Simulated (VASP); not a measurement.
# Co (P6_3/mmc) in VASP: further runs

Runs on Co. Level: LDA. Tasks: single point, relaxation of cell and atoms.

Program: VASP 6.6.1. These are calculated values, not measurements. Logs are shortened: lines on timing, memory, paths and dates and some standing lists are left out, and cuts for length are marked.

### Step 1. The cell of the first run

It takes space group P6_3/mmc (No. 194, hexagonal). The conventional cell has a = 2.427 Å, b = 2.427 Å, c = 3.913 Å, α = 90.00°, β = 90.00°, γ = 120.00°. Co (site symmetry -6m2) has 12 Co at 2.41 to 2.43 Å within 3.2 Å.

### Step 2. Single point, LDA, collinear spin, ferromagnetic start

INCAR

```
SYSTEM = Co
ALGO = Normal
EDIFF = 1E-7
ENCUT = 520
ISIF = 2
ISMEAR = 0
ISPIN = 2
LASPH = .True.
LCHARG = .True.
LELF = .True.
LMAXMIX = 4
LORBIT = 11
LREAL = .False.
LVHAR = .True.
LWAVE = .False.
MAGMOM = 2.5 2.5
NBANDS = 20
NELM = 150
PREC = Accurate
SIGMA = 0.05
```

KPOINTS

```
k-points
0
Gamma
  10 10 6
  0 0 0
```

POSCAR

```
Co
1.0
    2.4274466462      0.0000000000      0.0000000000
   -1.2137233231      2.1022304620      0.0000000000
    0.0000000000      0.0000000000      3.9127109659
Co
2
Direct
    0.3333333333      0.6666666667      0.2500000000
    0.6666666667      0.3333333333      0.7500000000
```

Potentials or basis: VASP PAW LDA potentials, release 64 (Co).

Command:

```console
$ cat potpaw_LDA.64/Co/POTCAR > POTCAR
$ mpirun -np 1 vasp_std > vasp.out
```

OUTCAR:

```text
SYSTEM = Co
   EDIFF = 1E-7
   ENCUT = 520
   ISIF = 2
   ISMEAR = 0
   ISPIN = 2
   LASPH = .True.
   LORBIT = 11
   LREAL = .False.
   NELM = 150
   PREC = Accurate

 ion  position               nearest neighbor table
   1  0.333  0.667  0.250-   2 2.41   2 2.41   2 2.41   2 2.41   2 2.41   2 2.41
   2  0.667  0.333  0.750-   1 2.41   1 2.41   1 2.41   1 2.41   1 2.41   1 2.41

  LATTYP: Found a hexagonal cell.
 ALAT       =     2.4274466462
 C/A-ratio  =     1.6118628074

  Lattice vectors:

 A1 = (   2.4274466462,   0.0000000000,   0.0000000000)
 A2 = (  -1.2137233231,   2.1022304620,   0.0000000000)
 A3 = (   0.0000000000,   0.0000000000,   3.9127109659)

Analysis of symmetry for initial positions (statically):
=====================================================================
 Subroutine PRICEL returns:
 Original cell was already a primitive cell.

 Routine SETGRP: Setting up the symmetry group for a
 hexagonal supercell.

 Subroutine GETGRP returns: Found 24 space group operations
 (whereof 12 operations were pure point group operations)
 out of a pool of 24 trial point group operations.

The static configuration has the point symmetry D_3d.
 The point group associated with its full space group is D_6h.

Analysis of symmetry for dynamics (positions and initial velocities):
=====================================================================
 Subroutine PRICEL returns:
 Original cell was already a primitive cell.

 Routine SETGRP: Setting up the symmetry group for a
 hexagonal supercell.

 Subroutine GETGRP returns: Found 24 space group operations
 (whereof 12 operations were pure point group operations)
 out of a pool of 24 trial point group operations.

The dynamic configuration has the point symmetry D_3d.
 The point group associated with its full space group is D_6h.

Analysis of structural, dynamic, and magnetic symmetry:
=====================================================================
 Subroutine PRICEL returns:
 Original cell was already a primitive cell.

 Routine SETGRP: Setting up the symmetry group for a
 hexagonal supercell.

 Subroutine GETGRP returns: Found 24 space group operations
 (whereof 12 operations were pure point group operations)
 out of a pool of 24 trial point group operations.

The overall configuration has the point symmetry D_3d.
 The point group associated with its full space group is D_6h.

 Subroutine INISYM returns: Found 24 space group operations
 (whereof 12 operations are pure point group operations),
 and found     1 'primitive' translations

----------------------------------------------------------------------------------------

                                     Primitive cell

  volume of cell :      19.9668

  direct lattice vectors                    reciprocal lattice vectors
     2.427446646  0.000000000  0.000000000     0.411955501  0.237842620  0.000000000
    -1.213723323  2.102230462  0.000000000     0.000000000  0.475685239  0.000000000
     0.000000000  0.000000000  3.912710966     0.000000000  0.000000000  0.255577273

  length of vectors
     2.427446646  2.427446646  3.912710966     0.475685239  0.475685239  0.255577273

  position of ions in fractional coordinates (direct lattice)
     0.333333333  0.666666667  0.250000000
     0.666666667  0.333333333  0.750000000

  ion indices of the primitive-cell ions
   primitive index   ion index
                 1           1
                 2           2

----------------------------------------------------------------------------------------

 KPOINTS: k-points

Automatic generation of k-mesh.
 Grid dimensions read from file:
 generate k-points for:   10   10    6

 Generating k-lattice:

  Cartesian coordinates                     Fractional coordinates (reciprocal lattice)
     0.041195550  0.023784262  0.000000000     0.100000000  0.000000000  0.000000000
     0.000000000  0.047568524  0.000000000     0.000000000  0.100000000  0.000000000
     0.000000000  0.000000000  0.042596212     0.000000000  0.000000000  0.166666667

  Length of vectors
     0.047568524  0.047568524  0.042596212

  Shift w.r.t. Gamma in fractional coordinates (k-lattice)
     0.000000000  0.000000000  0.000000000

 Subroutine IBZKPT returns following result:
 ===========================================

 Found     56 irreducible k-points:

 Following reciprocal coordinates:
            Coordinates               Weight
  0.000000  0.000000  0.000000      1.000000
  0.100000  0.000000  0.000000      6.000000
  0.200000  0.000000  0.000000      6.000000
  0.300000  0.000000  0.000000      6.000000
  0.400000  0.000000  0.000000      6.000000
  0.500000  0.000000  0.000000      3.000000
[... 16 lines left out ...]
  0.300000  0.100000  0.166667     24.000000
  0.400000  0.100000  0.166667     24.000000
 [... further k-points ...]
   k-points           NKPTS =     56   k-points in BZ     NKDIM =     56   number of bands    NBANDS=     20
   number of dos      NEDOS =    301   number of ions     NIONS =      2
   total plane-waves  NPLWV =   9720
   dimension x,y,z NGX =    18 NGY =   18 NGZ =   30
   dimension x,y,z NGXF=    36 NGYF=   36 NGZF=   60
   ions per type =               2
   NGX,Y,Z   is equivalent  to a cutoff of  12.33, 12.33, 12.75 a.u.
   NGXF,Y,Z  is equivalent  to a cutoff of  24.65, 24.65, 25.49 a.u.
 SYSTEM =  Co
   PREC   = accura    normal or accurate (medium, high low for compatibility)
   ISTART =      0    job   : 0-new  1-cont  2-samecut
   ICHARG =      2    charge: 1-file 2-atom 10-const
   ISPIN  =      2    spin polarized calculation?
   LNONCOLLINEAR =      F non collinear calculations
   LSORBIT =      F    spin-orbit coupling
   LASPH  =      T    aspherical Exc in radial PAW
   ENCUT  =  520.0 eV  38.22 Ry    6.18 a.u.   4.51  4.51  7.28*2*pi/ulx,y,z
   NELM   =    150;   NELMIN=  2; NELMDL= -5     # of ELM steps
   EDIFF  = 0.1E-06   stopping-criterion for ELM
   LREAL  =      F    real-space projection
   EDIFFG = 0.1E-05   stopping-criterion for IOM
   NSW    =      0    number of steps for IOM
   IBRION =     -1    ionic relax: 0-MD 1-quasi-New 2-CG
   NFREE  =      0    steps in history (QN), initial steepest desc. (CG)
   ISIF   =      2    stress and relaxation
   ISYM   =      2    0-nonsym 1-usesym 2-fastsym
   POTIM  = 0.5000    time-step for ionic-motion
   TEBEG  =    0.0;   TEEND  =   0.0 temperature during run
   PSTRESS=    0.0 pullay stress
   NELECT =      18.0000    total number of electrons
   NUPDOWN=      -1.0000    fix difference up-down
   EMIN   =  10.00;   EMAX   =-10.00  energy-range for DOS
   EFERMI =   0.00;   METHOD = LEGACY
   ISMEAR =     0;   SIGMA  =   0.05  broadening in eV -4-tet -1-fermi 0-gaus
   EFERMI_NEDOS =   21; number of points for ismear=-14 and -15
   IALGO  =     38    algorithm
   IMIX   =      4    mixing-type and parameters
     AMIX     =   0.40;   BMIX     =  1.00
     AMIX_MAG =   1.60;   BMIX_MAG =  1.00
  volume/ion in A,a.u.               =       9.98        67.37
  Fermi-wavevector in a.u.,A,eV,Ry     =   1.581478  2.988559 34.029146  2.501072
  Thomas-Fermi vector in A             =   2.681547
   LORBIT       =     11    0 simple, 1 ext, 2 COOP (PROOUT), +10 PAW based schemes
   GGA     = CA    functional components
   LHFCALC =     F    Hartree Fock is set to
   AEXX    =    0.0000 exact exchange contribution
   IVDW    =     0    specifies the selected vdW correction
   LEPSILON=     F    determine dielectric tensor
   LRPA    =     F    only Hartree local field effects (RPA)
 spin polarized calculation
 Gauss-broadening in eV      SIGMA  =   0.05
  energy-cutoff  :      520.00
  volume of cell :       19.97
 maximum number of plane-waves:       556
   NGX =  9   NGY =  9   NGZ = 15

 number of electron      17.9999994 magnetization       2.9136679

 Free energy of the ion-electron system (eV)
  ---------------------------------------------------
  ext. energy  EPLUGINS =         0.00000000
  ---------------------------------------------------
  free energy    TOTEN  =       -16.24950632 eV

  energy without entropy =      -16.24776268  energy(sigma->0) =      -16.24863450

 E-fermi :  11.1439     XC(G=0): -14.2332

 val. band max:       11.1386487941   @ k =   0.2000   0.2000   0.0000
 cond. band min:      11.1616936358   @ k =   0.2000   0.1000   0.5000
 fundamental gap:      0.0230448417
 Fermi energy:        11.1439424155

 spin component 1

 k-point     1 :       0.0000    0.0000    0.0000
  band No.  band energies     occupation
      1       1.7489      1.00000
      2       5.6936      1.00000
      3       8.5893      1.00000
      4       8.5937      1.00000
      5       8.5937      1.00000
      6       8.9639      1.00000
[... 12 lines left out ...]
     19      38.4355      0.00000
     20      38.4355      0.00000
[... 507 lines left out ...]
 k-point    24 :       0.4000    0.1000    0.1667
  band No.  band energies     occupation
      1       5.9543      1.00000
      2       6.3633      1.00000
      3       6.9981      1.00000
      4       7.5925      1.00000
      5       8.3977      1.00000
      6       9.1160      1.00000
[... 12 lines left out ...]
     19      36.6291      0.00000
     20      37.2082      0.00000

 [... further k-points ...]

 spin component 2

 k-point     1 :       0.0000    0.0000    0.0000
  band No.  band energies     occupation
      1       1.9325      1.00000
      2       6.5396      1.00000
      3       9.9268      1.00000
      4       9.9268      1.00000
      5       9.9339      1.00000
      6      10.3414      1.00000
[... 12 lines left out ...]
     19      38.8583      0.00000
     20      38.8583      0.00000
[... 507 lines left out ...]
 k-point    24 :       0.4000    0.1000    0.1667
  band No.  band energies     occupation
      1       6.7889      1.00000
      2       7.3625      1.00000
      3       7.9509      1.00000
      4       8.5730      1.00000
      5       9.6992      1.00000
      6      10.3663      1.00000
[... 12 lines left out ...]
     19      36.9116      0.00000
     20      37.6701      0.00000

 [... further k-points ...]
[... 5 lines left out ...]
  --------------------------------------------------------------------------------------
  -------------------------------------------------------------------------------------
  Total       -0.1403378     -0.1403378     -0.1163278     -0.0000000     -0.0000000      0.0000000
  in kB      -11.2610132    -11.2610132     -9.3344011     -0.0000000     -0.0000000      0.0000000
  external PRESSURE =     -10.6188092 kB  Pullay stress =       0.0000000 kB

 VOLUME and BASIS-vectors are now :
 -----------------------------------------------------------------------------
  energy-cutoff  :      520.00
  volume of cell :       19.97
      direct lattice vectors                 reciprocal lattice vectors
     2.427446646  0.000000000  0.000000000     0.411955501  0.237842620  0.000000000
    -1.213723323  2.102230462  0.000000000     0.000000000  0.475685239  0.000000000
     0.000000000  0.000000000  3.912710966     0.000000000  0.000000000  0.255577273

 POSITION                                       TOTAL-FORCE (eV/Angst)
 -----------------------------------------------------------------------------------
     -0.00000      1.40149      0.97818        -0.000000     -0.000000      0.000000
      1.21372      0.70074      2.93453         0.000000      0.000000      0.000000
 -----------------------------------------------------------------------------------
    total drift:                                0.000000     -0.000000     -0.000000

  FREE ENERGIE OF THE ION-ELECTRON SYSTEM (eV)
  ---------------------------------------------------
  free  energy   TOTEN  =       -16.2495063175 eV

  energy  without entropy=      -16.2477626831  energy(sigma->0) =      -16.24863450

 total charge

# of ion       s       p       d       tot
------------------------------------------
    1        0.523   0.591   7.342   8.457
    2        0.523   0.591   7.342   8.457
--------------------------------------------------
tot          1.047   1.183  14.684  16.913

 magnetization (x)

# of ion       s       p       d       tot
------------------------------------------
    1       -0.013  -0.037   1.500   1.449
    2       -0.013  -0.037   1.500   1.449
--------------------------------------------------
tot         -0.027  -0.073   2.999   2.899
```

It took 25 s on 1 thread of Intel Xeon 6975P-C (Granite Rapids), shared host; peak memory 0.14 GiB.

Results:

```
Free energy                                           : -16.2495 eV
Pressure                                              : -1.1 GPa
Net moment                                            : 2.91 μB per cell
Site moments                                          : Co +1.45 μB
Valence electrons inside the program's atomic spheres : Co 8.46
```

[end of part 1 of 2]
